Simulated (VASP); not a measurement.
# HfN (Fm-3m) in VASP: notebook, part 2 of 2

VASP 6.6.1. Earlier steps stand in the parts before.

## (3) Single point, revPBE

This run uses another cell than the first one, of 10.86 Å³/atom, 0.923 times its volume.

Input file INCAR:

```
ALGO     = Normal         # electronic algorithm
EDIFF    = 1E-6           # SCF threshold, eV
ENCUT    = 600            # plane-wave cutoff, eV
GGA      = RE             # functional
GGA_COMPAT= False        
ISIF     = 2              # what is computed and relaxed
ISMEAR   = -1             # smearing method
LASPH    = True           # aspherical terms in the spheres
LCHARG   = False          # write CHGCAR
LREAL    = False          # projectors in reciprocal space
LWAVE    = False          # write WAVECAR
NBANDS   = 14             # bands
NELM     = 120            # most SCF steps
PREC     = Accurate       # precision mode
SIGMA    = 0.15           # smearing width, eV
```

Input file KPOINTS:

```
k-points
0
Gamma
  16 16 16
```

Input file POSCAR:

```
HfN
1.0
    0.0000000000      2.2143014125      2.2143014125
    2.2143014125      0.0000000000      2.2143014125
    2.2143014125      2.2143014125      0.0000000000
Hf N
1 1
Direct
    0.0000000000      0.0000000000      0.0000000000
    0.5000000000      0.5000000000      0.5000000000
```

Potentials or basis: VASP PAW PBE potentials, release 64 (Hf_pv, N).

Run with:

```bash
$ cat potpaw_PBE.64/Hf_pv/POTCAR potpaw_PBE.64/N/POTCAR > POTCAR
$ mpirun -np 1 vasp_std > vasp.out
```

OUTCAR:

```text
EDIFF = 1E-6
   ENCUT = 600
   GGA = RE
   ISIF = 2
   ISMEAR = -1
   LASPH = True
   LREAL = False
   NELM = 120
   PREC = Accurate

 ion  position               nearest neighbor table
   1  0.000  0.000  0.000-   2 2.21   2 2.21   2 2.21   2 2.21   2 2.21   2 2.21
   2  0.500  0.500  0.500-   1 2.21   1 2.21   1 2.21   1 2.21   1 2.21   1 2.21

  LATTYP: Found a face centered cubic cell.
 ALAT       =     4.4286028250

  Lattice vectors:

 A1 = (   0.0000000000,   2.2143014125,   2.2143014125)
 A2 = (   2.2143014125,   0.0000000000,   2.2143014125)
 A3 = (   2.2143014125,   2.2143014125,   0.0000000000)

Analysis of symmetry for initial positions (statically):
=====================================================================
 Subroutine PRICEL returns:
 Original cell was already a primitive cell.

 Routine SETGRP: Setting up the symmetry group for a
 face centered cubic supercell.

 Subroutine GETGRP returns: Found 48 space group operations
[... 9 lines left out ...]

 Routine SETGRP: Setting up the symmetry group for a
 face centered cubic supercell.

 Subroutine GETGRP returns: Found 48 space group operations
[... 11 lines left out ...]
                                     Primitive cell

  volume of cell :      21.7140

  direct lattice vectors                    reciprocal lattice vectors
     0.000000000  2.214301412  2.214301412    -0.225804851  0.225804851  0.225804851
     2.214301412  0.000000000  2.214301412     0.225804851 -0.225804851  0.225804851
     2.214301412  2.214301412  0.000000000     0.225804851  0.225804851 -0.225804851

  length of vectors
     3.131495089  3.131495089  3.131495089     0.391105474  0.391105474  0.391105474

  position of ions in fractional coordinates (direct lattice)
     0.000000000  0.000000000  0.000000000
     0.500000000  0.500000000  0.500000000

  ion indices of the primitive-cell ions
   primitive index   ion index
                 1           1
                 2           2

----------------------------------------------------------------------------------------

 KPOINTS: k-points

Automatic generation of k-mesh.
 Grid dimensions read from file:
 generate k-points for:   16   16   16

 Generating k-lattice:

  Cartesian coordinates                     Fractional coordinates (reciprocal lattice)
    -0.014112803  0.014112803  0.014112803     0.062500000  0.000000000  0.000000000
     0.014112803 -0.014112803  0.014112803     0.000000000  0.062500000  0.000000000
     0.014112803  0.014112803 -0.014112803     0.000000000  0.000000000  0.062500000

  Length of vectors
     0.024444092  0.024444092  0.024444092

  Shift w.r.t. Gamma in fractional coordinates (k-lattice)
     0.000000000  0.000000000  0.000000000

 Subroutine IBZKPT returns following result:
 ===========================================

 Found    145 irreducible k-points:

 Following reciprocal coordinates:
            Coordinates               Weight
  0.000000  0.000000  0.000000      1.000000
  0.062500  0.000000  0.000000      8.000000
  0.125000  0.000000  0.000000      8.000000
  0.187500  0.000000  0.000000      8.000000
  0.250000  0.000000  0.000000      8.000000
  0.312500  0.000000  0.000000      8.000000
[... 16 lines left out ...]
 -0.125000  0.062500  0.000000     24.000000
 -0.062500  0.062500  0.000000     12.000000
 [... further k-points ...]
   k-points           NKPTS =    145   k-points in BZ     NKDIM =    145   number of bands    NBANDS=     14
   number of dos      NEDOS =    301   number of ions     NIONS =      2
   total plane-waves  NPLWV =  21952
   dimension x,y,z NGX =    28 NGY =   28 NGZ =   28
   dimension x,y,z NGXF=    56 NGYF=   56 NGZF=   56
   ions per type =               1   1
   NGX,Y,Z   is equivalent  to a cutoff of  14.86, 14.86, 14.86 a.u.
   NGXF,Y,Z  is equivalent  to a cutoff of  29.73, 29.73, 29.73 a.u.
 SYSTEM =  unknown system
   PREC   = accura    normal or accurate (medium, high low for compatibility)
   ISTART =      0    job   : 0-new  1-cont  2-samecut
   ICHARG =      2    charge: 1-file 2-atom 10-const
   ISPIN  =      1    spin polarized calculation?
   LNONCOLLINEAR =      F non collinear calculations
   LSORBIT =      F    spin-orbit coupling
   LASPH  =      T    aspherical Exc in radial PAW
   ENCUT  =  600.0 eV  44.10 Ry    6.64 a.u.   6.25  6.25  6.25*2*pi/ulx,y,z
   NELM   =    120;   NELMIN=  2; NELMDL= -5     # of ELM steps
   EDIFF  = 0.1E-05   stopping-criterion for ELM
   LREAL  =      F    real-space projection
   EDIFFG = 0.1E-04   stopping-criterion for IOM
   NSW    =      0    number of steps for IOM
   IBRION =     -1    ionic relax: 0-MD 1-quasi-New 2-CG
   NFREE  =      0    steps in history (QN), initial steepest desc. (CG)
   ISIF   =      2    stress and relaxation
   ISYM   =      2    0-nonsym 1-usesym 2-fastsym
   POTIM  = 0.5000    time-step for ionic-motion
   TEBEG  =    0.0;   TEEND  =   0.0 temperature during run
   PSTRESS=    0.0 pullay stress
   NELECT =      15.0000    total number of electrons
   NUPDOWN=      -1.0000    fix difference up-down
   EMIN   =  10.00;   EMAX   =-10.00  energy-range for DOS
   EFERMI =   0.00;   METHOD = LEGACY
   ISMEAR =    -1;   SIGMA  =   0.15  broadening in eV -4-tet -1-fermi 0-gaus
   EFERMI_NEDOS =   21; number of points for ismear=-14 and -15
   IALGO  =     38    algorithm
   IMIX   =      4    mixing-type and parameters
     AMIX     =   0.40;   BMIX     =  1.00
     AMIX_MAG =   1.60;   BMIX_MAG =  1.00
  volume/ion in A,a.u.               =      10.86        73.27
  Fermi-wavevector in a.u.,A,eV,Ry     =   1.447189  2.734790 28.495434  2.094355
  Thomas-Fermi vector in A             =   2.565172
   LORBIT       =      0    0 simple, 1 ext, 2 COOP (PROOUT), +10 PAW based schemes
   GGA     = RE    functional components
   LHFCALC =     F    Hartree Fock is set to
   AEXX    =    0.0000 exact exchange contribution
   IVDW    =     0    specifies the selected vdW correction
   LEPSILON=     F    determine dielectric tensor
   LRPA    =     F    only Hartree local field effects (RPA)
 non-spin polarized calculation
  energy-cutoff  :      600.00
  volume of cell :       21.71
 maximum number of plane-waves:       742
 NGX is ok and might be reduce to    28
   NGX = 13   NGY = 13   NGZ = 13

 number of electron      14.9999999 magnetization

 Free energy of the ion-electron system (eV)
  ---------------------------------------------------
  ext. energy  EPLUGINS =         0.00000000
  ---------------------------------------------------
  free energy    TOTEN  =       -20.82711112 eV

  energy without entropy =      -20.78667908  energy(sigma->0) =      -20.80689510

 E-fermi :   9.0306     XC(G=0): -13.0005

 val. band max:        9.0263439184   @ k =  -0.1250   0.0625   0.0000
 cond. band min:       9.0320462133   @ k =   0.3750   0.1250   0.0000
 fundamental gap:      0.0057022949
 Fermi energy:         9.0306201897

 k-point     1 :       0.0000    0.0000    0.0000
  band No.  band energies     occupation
      1     -21.9260      2.00000
      2     -21.9260      2.00000
      3     -21.9260      2.00000
      4      -8.9089      2.00000
      5       5.9059      2.00000
      6       5.9059      2.00000
      7       5.9059      2.00000
      8       8.6476      1.85559
      9       8.6476      1.85559
     10       8.6476      1.85559
     11      11.1450      0.00000
     12      11.1450      0.00000
     13      11.3874      0.00000
     14      18.7012      0.00000

 k-point     2 :       0.0625    0.0000    0.0000
  band No.  band energies     occupation
      1     -21.9772      2.00000
      2     -21.9300      2.00000
      3     -21.9300      2.00000
      4      -8.8057      2.00000
      5       5.4900      2.00000
      6       5.6504      2.00000
      7       5.6504      2.00000
      8       8.7708      1.69939
      9       8.7928      1.65994
     10       8.7928      1.65994
     11      11.4765      0.00000
     12      11.4765      0.00000
     13      11.6747      0.00000
     14      19.0336      0.00000
[... 343 lines left out ...]
      1     -22.2023      2.00000
      2     -21.9839      2.00000
      3     -21.9343      2.00000
      4      -8.3019      2.00000
      5       3.9223      2.00000
      6       4.5537      2.00000
      7       5.0422      2.00000
      8       9.0263      1.01425
      9       9.1442      0.63849
     10       9.9346      0.00482
     11      11.8597      0.00000
     12      13.2736      0.00000
     13      13.3756      0.00000
     14      20.6106      0.00000

 k-point    24 :      -0.0625    0.0625    0.0000
  band No.  band energies     occupation
      1     -22.0480      2.00000
      2     -21.9557      2.00000
      3     -21.9277      2.00000
      4      -8.6410      2.00000
      5       4.8528      2.00000
      6       5.1855      2.00000
      7       5.5327      2.00000
      8       8.8221      1.60129
      9       8.8336      1.57624
     10       9.3158      0.25994
     11      11.3832      0.00000
     12      12.2685      0.00000
     13      12.3163      0.00000
     14      19.5604      0.00000

 [... further k-points ...]
[... 5 lines left out ...]
  --------------------------------------------------------------------------------------
  -------------------------------------------------------------------------------------
  Total        3.5212387      3.5212387      3.5212387      0.0000000      0.0000000      0.0000000
  in kB      259.8159727    259.8159727    259.8159727      0.0000000      0.0000000      0.0000000
  external PRESSURE =     259.8159727 kB  Pullay stress =       0.0000000 kB

 VOLUME and BASIS-vectors are now :
 -----------------------------------------------------------------------------
  energy-cutoff  :      600.00
  volume of cell :       21.71
      direct lattice vectors                 reciprocal lattice vectors
     0.000000000  2.214301412  2.214301412    -0.225804851  0.225804851  0.225804851
     2.214301412  0.000000000  2.214301412     0.225804851 -0.225804851  0.225804851
     2.214301412  2.214301412  0.000000000     0.225804851  0.225804851 -0.225804851

 POSITION                                       TOTAL-FORCE (eV/Angst)
 -----------------------------------------------------------------------------------
      0.00000      0.00000      0.00000        -0.000000     -0.000000     -0.000000
      2.21430      2.21430      2.21430         0.000000      0.000000      0.000000
 -----------------------------------------------------------------------------------
    total drift:                                0.000000      0.000000      0.000000

  FREE ENERGIE OF THE ION-ELECTRON SYSTEM (eV)
  ---------------------------------------------------
  free  energy   TOTEN  =       -20.8271111153 eV

  energy  without entropy=      -20.7866790777  energy(sigma->0) =      -20.80689510
```

Wall time 1.9 min (1 thread of Intel Xeon 8259CL, shared host); peak memory 0.2 GiB.

What came out:

| Item | Value |
| --- | --- |
| Free energy | -20.8271 eV |
| Pressure | 26.0 GPa |

Caveat: the PAW data sets were made with another functional, which shifts forces and pressure a little; spin-orbit coupling is left out, which moves the levels of the heavy elements.
